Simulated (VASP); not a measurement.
Al3B2As: single point with PBE

Al3B2As:

```
Al B As
1.0
     4.79118    0.00000    0.00000
    -2.39559    4.14929    0.00000
     0.00000    0.00000    4.95873
Al B As
3 2 1
Direct
  0.50000 0.00000 0.50000
  0.00000 0.50000 0.50000
  0.50000 0.50000 0.50000
  0.33333 0.66667 0.00000
  0.66667 0.33333 0.00000
  0.00000 0.00000 0.00000
```

The cell was generated, and may not be a known phase.

```json
{"Program": "VASP 6.6.1", "Task": "single point", "Functional": "PBE", "Potentials or basis": "VASP PAW PBE potentials, release 64 (Al, B, As)", "Cutoff": "520 eV", "k mesh": "6 × 6 × 4", "Occupations": "gaussian, width 0.1 eV", "Spin": "no spin polarisation", "Dipole correction": "no", "Further INCAR settings": "ALGO = Normal; EDIFF = 1e-07; NBANDS = 19"}
```

```json
{
  "Pressure": "-1.6 GPa",
  "Band gap on the k mesh": "zero (bands 10 and 11 overlap by 2.58 eV)"
}
```

Stress tensor (GPa, compression positive):
```
  8.15   0.00   0.00
  0.00   8.15   0.00
  0.00   0.00 -21.20
```

Levels at points of the mesh, in eV from the Fermi level:
| k point | band 6 | band 7 | band 8 | band 9 | band 10 | band 11 | band 12 | band 13 | band 14 | band 15 |
| --- | --- | --- | --- | --- | --- | --- | --- | --- | --- | --- |
| (0.00, 0.00, 0.00) | -3.05 | -3.05 | -2.44 | -2.44 | -0.44 | 0.43 | 0.95 | 1.30 | 1.30 | 2.36 |
| (0.50, 0.00, 0.00) | -3.34 | -3.08 | -2.77 | -1.30 | -0.25 | -0.10 | 1.31 | 1.88 | 2.52 | 3.05 |
| (0.00, 0.00, 0.50) | -2.43 | -2.43 | -1.64 | -1.64 | -0.95 | -0.52 | -0.52 | -0.16 | -0.16 | 0.96 |
| (0.50, 0.00, 0.50) | -4.06 | -3.50 | -2.34 | 1.57 | 1.59 | 1.87 | 2.04 | 3.31 | 3.35 | 3.37 |

Run time: 50 s on 1 thread of Intel Xeon 8259CL, with other jobs on the host, peak memory 0.23 GiB.

Caveat: the stress differs along the axes, from -21 to 8 GPa.
